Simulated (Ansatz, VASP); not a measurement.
One calculation of TlBr, two programs

File POSCAR:

```
TlBr
1.0
    3.9133548281      0.0000000000      0.0000000000
    0.0000000000      3.9133548281      0.0000000000
    0.0000000000      0.0000000000      3.9133548281
Tl Br
1 1
Direct
    0.0000000000      0.0000000000      0.0000000000
    0.5000000000      0.5000000000      0.5000000000
```

The input INCAR.step1:

```
PREC     = Accurate       # precision mode
ENCUT    = 550            # plane-wave cutoff, eV
ISMEAR   = 0              # smearing method
SIGMA    = 0.01           # smearing width, eV
LREAL    = False          # projectors in reciprocal space
LASPH    = True           # aspherical terms in the spheres
NELM     = 120            # most SCF steps
NBANDS   = 17             # bands
GGA      = PE             # functional
ALGO     = Normal         # electronic algorithm
EDIFF    = 1E-5           # SCF threshold, eV
LWAVE    = True           # write WAVECAR
LCHARG   = False          # write CHGCAR
GGA_COMPAT= False
```

The input INCAR.step2:

```
PREC     = Accurate       # precision mode
ENCUT    = 550            # plane-wave cutoff, eV
EDIFF    = 1E-6           # SCF threshold, eV
ISMEAR   = 0              # smearing method
SIGMA    = 0.01           # smearing width, eV
LREAL    = False          # projectors in reciprocal space
LASPH    = True           # aspherical terms in the spheres
NELM     = 120            # most SCF steps
ALGO     = Normal         # electronic algorithm
ISIF     = 2              # what is computed and relaxed
LWAVE    = False          # write WAVECAR
LCHARG   = False          # write CHGCAR
METAGGA  = R2SCAN         # meta-GGA
LMIXTAU  = True         
NBANDS   = 17             # bands
ISTART   = 1            
GGA_COMPAT= False
```

The input KPOINTS:

```
regular mesh
0
Gamma
  6 6 6
```

Input for Ansatz:

```yaml
crystal:
  lattice:
    - [3.9133548281, 0.0, 0.0]
    - [0.0, 3.9133548281, 0.0]
    - [0.0, 0.0, 3.9133548281]
  atoms:
    - { symbol: Tl, position: [0.0, 0.0, 0.0] }
    - { symbol: Br, position: [0.5, 0.5, 0.5] }
kpoints:
  mp_grid: { grid: [6, 6, 6] }
hamiltonian:
  xc: r2scan
scf:
  occupations: { method: fixed }
  n_extra_bands: 4
output:
  forces: true
  stress: true
  eigenvalues: true
```

Alike in both runs: task single point; functional r2SCAN; k mesh 6 × 6 × 6; no spin polarisation.

```csv
,VASP,Ansatz
version,VASP 6.6.1,Ansatz 0.2.0
potentials or method,"VASP PAW PBE potentials, release 64 (Tl_d, Br)","plane waves, PAW"
plane-wave cutoff (eV),550,500
occupations,"gaussian, width 0.01 eV",fixed
valence electrons in the cell,20,20
```

```tsv
	VASP	Ansatz	Ansatz less VASP
gap on the k mesh at the Fermi level (eV)	2.17	2.16	-0.006
pressure (GPa)	1.8	1.8	+0.03
```

VASP's potentials were made for PBE, not for r2SCAN.

Neither program's run includes spin-orbit coupling.
